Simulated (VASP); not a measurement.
# Zn2CdS3 (I-4m2) in VASP: notebook

Runs on Zn2CdS3. Level: PBE. Tasks: single point.

Program: VASP 6.6.1. These are calculated values, not measurements. Logs are shortened: lines on timing, memory, paths and dates and some standing lists are left out, and cuts for length are marked.

## 1. The cell of the first run

It takes space group I-4m2 (No. 119, tetragonal). Conventional cell: a = 3.944 Å, b = 3.944 Å, c = 16.956 Å, α = 90.00°, β = 90.00°, γ = 90.00°. Within 3.1 Å of Zn (site symmetry 2mm) lie 4 S at 2.37 Å. Cd (site symmetry -4m2) has 4 S at 2.54 Å within 3.4 Å. Within 3.1 Å of S (site symmetry 2mm) lie 2 Zn at 2.37 Å and 2 Cd at 2.54 Å. S (site symmetry -4m2) has 4 Zn at 2.37 Å within 3.1 Å.

## 2. Single point, PBE

File INCAR:

```
SYSTEM = Zn2CdS3
  PREC = Accurate
  ENCUT = 520
  EDIFF = 1E-6
  ISMEAR = 0
  SIGMA = 0.02
  LREAL = .False.
  LASPH = .True.
  NELM = 100
  ALGO = Normal
  ISIF = 2
  LWAVE = .False.
  LCHARG = .False.
  GGA = PE
  NBANDS = 36
```

File KPOINTS:

```
Automatic mesh
0
Gamma
  10 10 10
  0 0 0
```

File POSCAR:

```
Zn2CdS3
1.0
   -1.9721813260      1.9721813260      8.4779021662
    1.9721813260     -1.9721813260      8.4779021662
    1.9721813260      1.9721813260     -8.4779021662
Zn Cd S
2 1 3
Direct
    0.6720167542      0.6720167542      0.0000000000
    0.3279832458      0.3279832458      0.0000000000
    0.0000000000      0.0000000000      0.0000000000
    0.5946155695      0.0946155695      0.5000000000
    0.2500000000      0.7500000000      0.5000000000
    0.9053844305      0.4053844305      0.5000000000
```

Potentials or basis: VASP PAW PBE potentials, release 64 (Zn, Cd, S).

Command:

```console
cat potpaw_PBE.64/Zn/POTCAR potpaw_PBE.64/Cd/POTCAR potpaw_PBE.64/S/POTCAR > POTCAR
mpirun -np 1 vasp_std > vasp.out
```

OUTCAR:

```text
SYSTEM = Zn2CdS3
   PREC = Accurate
   ENCUT = 520
   EDIFF = 1E-6
   ISMEAR = 0
   LREAL = .False.
   LASPH = .True.
   NELM = 100
   ISIF = 2
   GGA = PE

 ion  position               nearest neighbor table
   1  0.672  0.672  0.000-   4 2.37   4 2.37   5 2.37   5 2.37
   2  0.328  0.328  0.000-   6 2.37   6 2.37   5 2.37   5 2.37
   3  0.000  0.000  0.000-   4 2.54   6 2.54   4 2.54   6 2.54
   4  0.595  0.095  0.500-   1 2.37   1 2.37   3 2.54   3 2.54
   5  0.250  0.750  0.500-   2 2.37   1 2.37   2 2.37   1 2.37
   6  0.905  0.405  0.500-   2 2.37   2 2.37   3 2.54   3 2.54

  LATTYP: Found a body centered tetragonal cell.
 ALAT       =     3.9443626520
 C/A-ratio  =     4.2987437587

  Lattice vectors:

 A1 = (  -1.9721813260,   1.9721813260,   8.4779021662)
 A2 = (   1.9721813260,  -1.9721813260,   8.4779021662)
 A3 = (   1.9721813260,   1.9721813260,  -8.4779021662)

Analysis of symmetry for initial positions (statically):
=====================================================================
 Subroutine PRICEL returns:
 Original cell was already a primitive cell.

 Routine SETGRP: Setting up the symmetry group for a
 body centered tetragonal supercell.

 Subroutine GETGRP returns: Found  8 space group operations
 (whereof  8 operations were pure point group operations)
 out of a pool of 16 trial point group operations.

The static configuration has the point symmetry D_2d.

Analysis of symmetry for dynamics (positions and initial velocities):
=====================================================================
 Subroutine PRICEL returns:
 Original cell was already a primitive cell.

 Routine SETGRP: Setting up the symmetry group for a
 body centered tetragonal supercell.

 Subroutine GETGRP returns: Found  8 space group operations
 (whereof  8 operations were pure point group operations)
 out of a pool of 16 trial point group operations.

The dynamic configuration has the point symmetry D_2d.

 Subroutine INISYM returns: Found  8 space group operations
 (whereof  8 operations are pure point group operations),
 and found     1 'primitive' translations

----------------------------------------------------------------------------------------

                                     Primitive cell

  volume of cell :     131.8992

  direct lattice vectors                    reciprocal lattice vectors
    -1.972181326  1.972181326  8.477902166     0.000000000  0.253526384  0.058976854
     1.972181326 -1.972181326  8.477902166     0.253526384  0.000000000  0.058976854
     1.972181326  1.972181326 -8.477902166     0.253526384  0.253526384  0.000000000

[... 91 lines left out ...]
   EDIFF  = 0.1E-05   stopping-criterion for ELM
   LREAL  =      F    real-space projection
   EDIFFG = 0.1E-04   stopping-criterion for IOM
   NSW    =      0    number of steps for IOM
   IBRION =     -1    ionic relax: 0-MD 1-quasi-New 2-CG
   NFREE  =      0    steps in history (QN), initial steepest desc. (CG)
   ISIF   =      2    stress and relaxation
   ISYM   =      2    0-nonsym 1-usesym 2-fastsym
   POTIM  = 0.5000    time-step for ionic-motion
   TEBEG  =    0.0;   TEEND  =   0.0 temperature during run
   PSTRESS=    0.0 pullay stress
   NELECT =      54.0000    total number of electrons
   NUPDOWN=      -1.0000    fix difference up-down
   EMIN   =  10.00;   EMAX   =-10.00  energy-range for DOS
   EFERMI =   0.00;   METHOD = LEGACY
   ISMEAR =     0;   SIGMA  =   0.02  broadening in eV -4-tet -1-fermi 0-gaus
   EFERMI_NEDOS =   21; number of points for ismear=-14 and -15
   IALGO  =     38    algorithm
   IMIX   =      4    mixing-type and parameters
     AMIX     =   0.40;   BMIX     =  1.00
     AMIX_MAG =   1.60;   BMIX_MAG =  1.00
  volume/ion in A,a.u.               =      21.98       148.35
  Fermi-wavevector in a.u.,A,eV,Ry     =   1.215604  2.297158 20.105229  1.477693
  Thomas-Fermi vector in A             =   2.350985
   LORBIT       =      0    0 simple, 1 ext, 2 COOP (PROOUT), +10 PAW based schemes
   GGA     = PE    functional components
   LHFCALC =     F    Hartree Fock is set to
   AEXX    =    0.0000 exact exchange contribution
   IVDW    =     0    specifies the selected vdW correction
   LEPSILON=     F    determine dielectric tensor
   LRPA    =     F    only Hartree local field effects (RPA)
 non-spin polarized calculation
 Gauss-broadening in eV      SIGMA  =   0.02
  energy-cutoff  :      520.00
  volume of cell :      131.90
 maximum number of plane-waves:      3615
 NGX is ok and might be reduce to    70
   NGX = 33   NGY = 33   NGZ = 33

 number of electron      53.9999991 magnetization

 Free energy of the ion-electron system (eV)
  ---------------------------------------------------
  ext. energy  EPLUGINS =         0.00000000
  ---------------------------------------------------
  free energy    TOTEN  =       -19.76482358 eV

  energy without entropy =      -19.76482358  energy(sigma->0) =      -19.76482358

 E-fermi :   1.7413     XC(G=0):  -9.3357

 val. band max:        1.6030734984   @ k =   0.0000   0.0000   0.0000
 cond. band min:       3.1462292545   @ k =   0.0000   0.0000   0.0000
 fundamental gap:      1.5431557562
 Fermi energy:         1.7412819849

 k-point     1 :       0.0000    0.0000    0.0000
  band No.  band energies     occupation
      1     -11.1299      2.00000
      2     -10.4952      2.00000
      3     -10.2959      2.00000
      4      -5.9759      2.00000
      5      -5.9759      2.00000
      6      -5.9759      2.00000
[... 925 lines left out ...]
     35       9.1681      0.00000
     36       9.9086      0.00000

 [... further k-points ...]
[... 5 lines left out ...]
  --------------------------------------------------------------------------------------
  -------------------------------------------------------------------------------------
  Total        0.1538827      0.1538827      0.2018280      0.0000000      0.0000000      0.0000000
  in kB        1.8692105      1.8692105      2.4516023      0.0000000      0.0000000      0.0000000
  external PRESSURE =       2.0633411 kB  Pullay stress =       0.0000000 kB

 VOLUME and BASIS-vectors are now :
 -----------------------------------------------------------------------------
  energy-cutoff  :      520.00
  volume of cell :      131.90
      direct lattice vectors                 reciprocal lattice vectors
    -1.972181326  1.972181326  8.477902166     0.000000000  0.253526384  0.058976854
     1.972181326 -1.972181326  8.477902166     0.253526384  0.000000000  0.058976854
     1.972181326  1.972181326 -8.477902166     0.253526384  0.253526384  0.000000000

 POSITION                                       TOTAL-FORCE (eV/Angst)
 -----------------------------------------------------------------------------------
      0.00000      0.00000     11.39458         0.000000     -0.000000      0.004469
      0.00000      0.00000      5.56122         0.000000     -0.000000     -0.004469
      0.00000      0.00000      0.00000        -0.000000      0.000000     -0.000000
     -0.00000      1.97218      1.60428         0.000000      0.000000      0.022364
      1.97218      0.00000      4.23895        -0.000000      0.000000      0.000000
      0.00000      1.97218      6.87362        -0.000000     -0.000000     -0.022364
 -----------------------------------------------------------------------------------
    total drift:                               -0.000001      0.000001      0.000000

  FREE ENERGIE OF THE ION-ELECTRON SYSTEM (eV)
  ---------------------------------------------------
  free  energy   TOTEN  =       -19.7648235848 eV

  energy  without entropy=      -19.7648235848  energy(sigma->0) =      -19.76482358
```

OSZICAR:

```text
N       E                     dE             d eps       ncg     rms          rms(c)
DAV:   1     0.437483971089E+03    0.43748E+03   -0.25293E+04  7344   0.165E+03
DAV:   2     0.269431521134E+02   -0.41054E+03   -0.39400E+03  7400   0.392E+02
DAV:   3    -0.195823999616E+02   -0.46526E+02   -0.45953E+02  8268   0.131E+02
DAV:   4    -0.211698870586E+02   -0.15875E+01   -0.15818E+01  8912   0.239E+01
DAV:   5    -0.211939243678E+02   -0.24037E-01   -0.24027E-01  8920   0.298E+00    0.120E+01
DAV:   6    -0.197492038126E+02    0.14447E+01   -0.26347E+00 10020   0.341E+01    0.920E+00
DAV:   7    -0.197979402670E+02   -0.48736E-01   -0.26579E+00  8352   0.852E+00    0.435E+00
DAV:   8    -0.197638417662E+02    0.34099E-01   -0.27198E-01  9332   0.466E+00    0.900E-01
DAV:   9    -0.197640499115E+02   -0.20815E-03   -0.25687E-02  8732   0.173E+00    0.243E-01
DAV:  10    -0.197644247046E+02   -0.37479E-03   -0.23041E-03  8596   0.305E-01    0.142E-01
DAV:  11    -0.197647636087E+02   -0.33890E-03   -0.29752E-04  8200   0.106E-01    0.452E-02
DAV:  12    -0.197648141297E+02   -0.50521E-04   -0.57086E-05  8504   0.412E-02    0.130E-02
DAV:  13    -0.197648230626E+02   -0.89329E-05   -0.12297E-05  8336   0.188E-02    0.382E-03
DAV:  14    -0.197648235848E+02   -0.52226E-06   -0.93888E-07  6308   0.734E-03
   1 F= -.19764824E+02 E0= -.19764824E+02  d E =-.411236E-25
```

Wall time 30 min (1 thread of AMD EPYC 7R13 (Zen 3), shared host); peak memory 0.97 GiB.

What came out:

| Item | Value |
| --- | --- |
| Free energy | -19.7648 eV |
| Pressure | 0.2 GPa |
| Largest force | 0.022 eV/Å |
| Band gap on the k mesh | 1.54 eV |

Forces in eV/Å, atoms in the order of the input:
```
Zn   0.000  0.000  0.004
Zn   0.000  0.000 -0.004
Cd   0.000  0.000  0.000
S    0.000  0.000  0.022
S    0.000  0.000  0.000
S    0.000  0.000 -0.022
```

A k mesh can miss the band edges.

## 3. Single point, PBE

File INCAR:

```
SYSTEM = Zn2CdS3
PREC = Accurate ; ENCUT = 520
EDIFF = 1E-6 ; ISMEAR = 0
SIGMA = 0.1 ; LREAL = .False.
LASPH = .True. ; NELM = 60
ALGO = Normal ; ISIF = 2
LWAVE = .False. ; LCHARG = .False.
GGA = PE ; NBANDS = 36
```

File KPOINTS:

```
regular mesh
0
Gamma
  6 6 6
  0 0 0
```

File POSCAR:

```
Zn2CdS3
1.0
   -1.9721813276      1.9721813276      8.4779021514
    1.9721813276     -1.9721813276      8.4779021514
    1.9721813276      1.9721813276     -8.4779021514
Zn Cd S
2 1 3
Direct
    0.6720167545      0.6720167545      0.0000000000
    0.3279832455      0.3279832455      0.0000000000
    0.0000000000      0.0000000000      0.0000000000
    0.5946155696      0.0946155696      0.5000000000
    0.2500000000      0.7500000000      0.5000000000
    0.9053844304      0.4053844304      0.5000000000
```

Potentials or basis: VASP PAW PBE potentials, release 64 (Zn, Cd, S).

Command:

```console
cat potpaw_PBE.64/Zn/POTCAR potpaw_PBE.64/Cd/POTCAR potpaw_PBE.64/S/POTCAR > POTCAR
mpirun -np 1 vasp_std > vasp.out
```

OUTCAR:

```text
SYSTEM = Zn2CdS3
   PREC = Accurate
   ENCUT = 520
   EDIFF = 1E-6
   ISMEAR = 0
   LREAL = .False.
   LASPH = .True.
   NELM = 60
   ISIF = 2
   GGA = PE

 ion  position               nearest neighbor table
   1  0.672  0.672  0.000-   4 2.37   4 2.37   5 2.37   5 2.37
   2  0.328  0.328  0.000-   6 2.37   6 2.37   5 2.37   5 2.37
   3  0.000  0.000  0.000-   4 2.54   6 2.54   4 2.54   6 2.54
   4  0.595  0.095  0.500-   1 2.37   1 2.37   3 2.54   3 2.54
   5  0.250  0.750  0.500-   2 2.37   1 2.37   2 2.37   1 2.37
   6  0.905  0.405  0.500-   2 2.37   2 2.37   3 2.54   3 2.54

  LATTYP: Found a body centered tetragonal cell.
 ALAT       =     3.9443626552
 C/A-ratio  =     4.2987437477

  Lattice vectors:

 A1 = (  -1.9721813276,   1.9721813276,   8.4779021514)
 A2 = (   1.9721813276,  -1.9721813276,   8.4779021514)
 A3 = (   1.9721813276,   1.9721813276,  -8.4779021514)

Analysis of symmetry for initial positions (statically):
=====================================================================
 Subroutine PRICEL returns:
 Original cell was already a primitive cell.

 Routine SETGRP: Setting up the symmetry group for a
 body centered tetragonal supercell.
[... 173 lines left out ...]

  energy without entropy =      -19.76201844  energy(sigma->0) =      -19.76201844

 E-fermi :   2.0592     XC(G=0):  -9.3354

 val. band max:        1.6040330708   @ k =   0.0000   0.0000   0.0000
 cond. band min:       3.1467353879   @ k =   0.0000   0.0000   0.0000
 fundamental gap:      1.5427023171
 Fermi energy:         2.0591825022

 k-point     1 :       0.0000    0.0000    0.0000
  band No.  band energies     occupation
      1     -11.1290      2.00000
      2     -10.4942      2.00000
      3     -10.2949      2.00000
      4      -5.9758      2.00000
      5      -5.9758      2.00000
      6      -5.9758      2.00000
[... 925 lines left out ...]
     35       8.4318      0.00000
     36       9.0213      0.00000

 [... further k-points ...]
[... 5 lines left out ...]
  --------------------------------------------------------------------------------------
  -------------------------------------------------------------------------------------
  Total        0.1540375      0.1540375      0.1832921      0.0000000      0.0000000     -0.0000000
  in kB        1.8710916      1.8710916      2.2264467      0.0000000      0.0000000     -0.0000000
  external PRESSURE =       1.9895433 kB  Pullay stress =       0.0000000 kB

 VOLUME and BASIS-vectors are now :
 -----------------------------------------------------------------------------
  energy-cutoff  :      520.00
  volume of cell :      131.90
      direct lattice vectors                 reciprocal lattice vectors
    -1.972181328  1.972181328  8.477902151     0.000000000  0.253526384  0.058976854
     1.972181328 -1.972181328  8.477902151     0.253526384  0.000000000  0.058976854
     1.972181328  1.972181328 -8.477902151     0.253526384  0.253526384  0.000000000

 POSITION                                       TOTAL-FORCE (eV/Angst)
 -----------------------------------------------------------------------------------
      0.00000      0.00000     11.39458        -0.000000      0.000000      0.004581
      0.00000      0.00000      5.56122        -0.000000      0.000000     -0.004581
      0.00000      0.00000      0.00000         0.000000     -0.000000     -0.000000
      0.00000      1.97218      1.60428        -0.000000     -0.000000      0.022379
      1.97218     -0.00000      4.23895         0.000000     -0.000000     -0.000000
     -0.00000      1.97218      6.87362         0.000000      0.000000     -0.022379
 -----------------------------------------------------------------------------------
    total drift:                               -0.000001      0.000001      0.000000

  FREE ENERGIE OF THE ION-ELECTRON SYSTEM (eV)
  ---------------------------------------------------
  free  energy   TOTEN  =       -19.7620184424 eV

  energy  without entropy=      -19.7620184424  energy(sigma->0) =      -19.76201844
```

stdout:

```text
POSCAR found type information on POSCAR ZnCdS
 POSCAR found :  3 types and       6 ions
 scaLAPACK will be used
 LDA part: xc-table for (Slater+PW92), standard interpolation
 POSCAR, INCAR and KPOINTS ok, starting setup
 FFT: planning ... GRIDC
 FFT: planning ... GRID_SOFT
 FFT: planning ... GRID
 WAVECAR not read
 entering main loop
```

Wall time 14 min (1 thread of Oxide Virtual Turin-like, shared host); peak memory 0.73 GiB.

What came out:

```yaml
Free_energy: -19.7620 eV
Pressure: 0.2 GPa
Largest_force: 0.022 eV/Å
Band_gap_on_the_k_mesh: 1.54 eV
```

Forces on the atoms (eV/Å):
```
Zn   0.000  0.000  0.005
Zn   0.000  0.000 -0.005
Cd   0.000  0.000  0.000
S    0.000  0.000  0.022
S    0.000  0.000  0.000
S    0.000  0.000 -0.022
```

Levels at points of the mesh, in eV from the valence-band top:
| k point | band 24 | band 25 | band 26 | band 27 | band 28 | band 29 | band 30 | band 31 |
| --- | --- | --- | --- | --- | --- | --- | --- | --- |
| (0.00, 0.00, 0.00) | -1.40 | -0.11 | 0.00 | 0.00 | 1.54 | 3.85 | 4.02 | 4.21 |
| (0.50, 0.00, 0.00) | -0.98 | -0.97 | -0.82 | -0.52 | 3.04 | 4.05 | 4.10 | 6.02 |
| (0.50, 0.50, 0.00) | -2.34 | -2.29 | -2.01 | -2.00 | 3.47 | 4.05 | 4.68 | 4.89 |
| (0.50, 0.50, 0.50) | -0.75 | -0.75 | -0.44 | -0.44 | 3.11 | 3.21 | 3.68 | 4.06 |

A k mesh can miss the band edges.

[end of part 1 of 2]
